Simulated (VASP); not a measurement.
Write the native input for VASP 6.6.1 that does the following.

```
Task                   : single point
Functional             : PBE
Potentials or basis    : VASP PAW PBE potentials, release 64 (Cd, S)
Cutoff                 : 520 eV
k mesh                 : 15 × 15 × 15
Occupations            : fermi-dirac, width 0.08 eV
Spin                   : no spin polarisation
Dipole correction      : no
Further INCAR settings : ALGO = Normal; EDIFF = 1e-06; NBANDS = 16
```

The structure of CdS (CsCl type) lies in POSCAR:

```
CdS
1.0
    2.9106922774      0.0000000000      0.0000000000
    0.0000000000      2.9106922774      0.0000000000
    0.0000000000      0.0000000000      2.9106922774
Cd S
1 1
Direct
    0.0000000000      0.0000000000      0.0000000000
    0.5000000000      0.5000000000      0.5000000000
```

The input as run:

INCAR

```
SYSTEM = CdS
  PREC = Accurate
  ENCUT = 520
  EDIFF = 1E-6
  ISMEAR = -1
  SIGMA = 0.08
  LREAL = .False.
  LASPH = .True.
  NELM = 80
  ALGO = Normal
  ISIF = 2
  LWAVE = .False.
  LCHARG = .False.
  GGA = PE
  NBANDS = 16
```

KPOINTS

```
Automatic mesh
0
Gamma
  15 15 15
  0 0 0
```

Potentials or basis: VASP PAW PBE potentials, release 64 (Cd, S).

Launch:

```console
$ cat potpaw_PBE.64/Cd/POTCAR potpaw_PBE.64/S/POTCAR > POTCAR
$ mpirun -np 1 vasp_std > vasp.out
```

It gave:

```
Pressure               : 103.3 GPa
Band gap on the k mesh : zero (band 9 reaches 10.21 eV, above the bottom of band 10 at 8.72 eV)
```

Run time: 12 s on 1 thread of Intel(R) Xeon(R) 6975P-C (Granite Rapids), with other jobs on the host, peak memory 0.17 GiB.
